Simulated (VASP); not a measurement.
Input of a VASP 6.6.1 run:

INCAR

```
SYSTEM = LiNbO3
  PREC = Accurate
  ENCUT = 600
  EDIFF = 1E-6
  ISMEAR = 0
  SIGMA = 0.02
  LREAL = .FALSE.
  LASPH = .TRUE.
  NELM = 100
  ALGO = Normal
  ISIF = 4
  LWAVE = .FALSE.
  LCHARG = .FALSE.
  GGA = PE
  IBRION = 2
  NSW = 50
  EDIFFG = -0.01
```

KPOINTS

```
Automatic mesh
0
G
  6 6 6
  0 0 0
```

File POSCAR:

```
LiNbO3
1.0
    2.5847923485      1.4923305582      4.5513395102
   -2.5847923485      1.4923305582      4.5513395102
    0.0000000000     -2.9846611164      4.5513395102
Li Nb O
2 2 6
Direct
    0.2500000000      0.2500000000      0.2500000000
    0.7500000000      0.7500000000      0.7500000000
    0.0000000000      0.0000000000      0.0000000000
    0.5000000000      0.5000000000      0.5000000000
    0.1303003399      0.3696996601      0.7500000000
    0.7500000000      0.1303003399      0.3696996601
    0.3696996601      0.7500000000      0.1303003399
    0.2500000000      0.8696996601      0.6303003399
    0.8696996601      0.6303003399      0.2500000000
    0.6303003399      0.2500000000      0.8696996601
```

Potentials or basis: VASP PAW PBE potentials, release 64 (Li_sv, Nb_sv, O).

Launch:

```sh
$ cat potpaw_PBE.64/Li_sv/POTCAR potpaw_PBE.64/Nb_sv/POTCAR potpaw_PBE.64/O/POTCAR > POTCAR
$ mpirun -np 1 vasp_std > vasp.out
```

Question: What does it give for the band gap on the k mesh?

Answer: 2.59 eV (least direct gap 2.67 eV).

Step by step:
```
step  energy change (eV)  largest force (eV/Å)  pressure (GPa)  volume (Å³)
   1              0.0000                0.2129            6.14       105.34
   2             -0.0105                0.1219            5.37       105.34
   3             -0.0152                0.0006            4.42       105.34
   4             -0.0152                0.0055            4.47       105.34
   5             -0.0155                0.0018            4.44       105.34
```

Caveat: the cutoff is under 1.25 times the usual one of these potentials, so pressure, stress and relaxed cells hold a basis-set (Pulay) error. A k mesh can miss the band edges.
